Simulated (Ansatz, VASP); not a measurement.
# F in VASP and in Ansatz

```
CELL_PARAMETERS angstrom
3.17052 -1.88853 0.00000
3.17052 1.88853 0.00000
0.00000 0.00000 6.80644
ATOMIC_POSITIONS crystal
F 0.91399 0.08601 0.09250
F 0.58601 0.41399 0.59250
F 0.41399 0.58601 0.40750
F 0.08601 0.91399 0.90750
```

Alike in both runs: functional PBE; k mesh 8 × 8 × 4; occupations gaussian, width 0.02 eV; no spin polarisation.

Ansatz relaxed the structure, and its values are those at the end. VASP's run is a single point on that final structure, the one shown.

|  | VASP | Ansatz |
| --- | --- | --- |
| version | VASP 6.6.1 | Ansatz 0.2.0 |
| potentials or method | VASP PAW PBE potentials, release 64 (F_h), cutoff 1350 eV | scalar-relativistic, plane waves, PAW |
| valence electrons in the cell | 28 | 28 |

VASP gave:

* gap on the k mesh at the Fermi level (eV): 3.16
* least direct gap on the mesh (eV): 3.16
* pressure (GPa): -0.5
* rms of the force components (eV/Å): 0.002

Q: Which values does Ansatz return?

A: gap on the k mesh at the Fermi level (eV): 3.16; least direct gap on the mesh (eV): 3.16; pressure (GPa): 0.0; rms of the force components (eV/Å): 0.004.
